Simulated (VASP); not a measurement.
Wanted: the native input for a VASP 6.6.1 run.

```yaml
Task: single point
Functional: PBE
Potentials_or_basis: VASP PAW PBE potentials, release 64 (Mg, Cd, S, O)
Cutoff: 520 eV
k_mesh: 4 × 4 × 4
Occupations: gaussian, width 0.1 eV
Spin: no spin polarisation
Dipole_correction: no
Further_INCAR_settings: ALGO = Normal; EDIFF = 1e-06; NBANDS = 31
```

The structure of MgCd2SO2 lies in POSCAR:

```
MgCd2SO2
1.0
   -2.8338795100      2.8338795100      3.6877217800
    2.8338795100     -2.8338795100      3.6877217800
    2.8338795100      2.8338795100     -3.6877217800
Mg Cd S O
1 2 1 2
Direct
    0.5000000000      0.5000000000      0.0000000000
    0.7500000000      0.2500000000      0.5000000000
    0.2500000000      0.7500000000      0.5000000000
    0.0000000000      0.0000000000      0.0000000000
    0.1960969000      0.1960969000      0.0000000000
    0.8039031000      0.8039031000      0.0000000000
```

The cell was built from a structure type or drawn by symmetry, and may not be a known phase.

One way to write it, as run:

INCAR

```
SYSTEM = MgCd2SO2
PREC     = Accurate       ! precision mode
ENCUT    = 520            ! plane-wave cutoff, eV
EDIFF    = 1E-6           ! SCF threshold, eV
ISMEAR   = 0              ! smearing method
SIGMA    = 0.1            ! smearing width, eV
LREAL    = .FALSE.        ! projectors in reciprocal space
LASPH    = .TRUE.         ! aspherical terms in the spheres
NELM     = 60             ! most SCF steps
ALGO     = Normal         ! electronic algorithm
ISIF     = 2              ! what is computed and relaxed
LWAVE    = .FALSE.        ! write WAVECAR
LCHARG   = .TRUE.         ! write CHGCAR
GGA      = PE             ! functional
LELF     = .TRUE.         ! ELF
LVHAR    = .TRUE.       
NBANDS   = 31             ! bands
```

KPOINTS

```
Automatic mesh
0
G
  4 4 4
  0 0 0
```

Potentials or basis: VASP PAW PBE potentials, release 64 (Mg, Cd, S, O).

Command:

```sh
$ cat potpaw_PBE.64/Mg/POTCAR potpaw_PBE.64/Cd/POTCAR potpaw_PBE.64/S/POTCAR potpaw_PBE.64/O/POTCAR > POTCAR
$ mpirun -np 1 vasp_std > vasp.out
```

It gave:

```json
{"Pressure": "10.8 GPa", "Largest force": "8.213 eV/Å", "Band gap on the k mesh": "zero (bands 22 and 23 overlap by 0.30 eV)"}
```

Caveat: the cell stands under pressure; semilocal functionals underestimate gaps, so a narrow gap can read as zero; forces of over 1 eV/Å act on the atoms, so gaps and moduli don't describe the material at rest.

Wall time 40 s on 1 thread of Intel(R) Xeon(R) 6975P-C (Granite Rapids), on a shared host, peak memory 0.28 GiB.
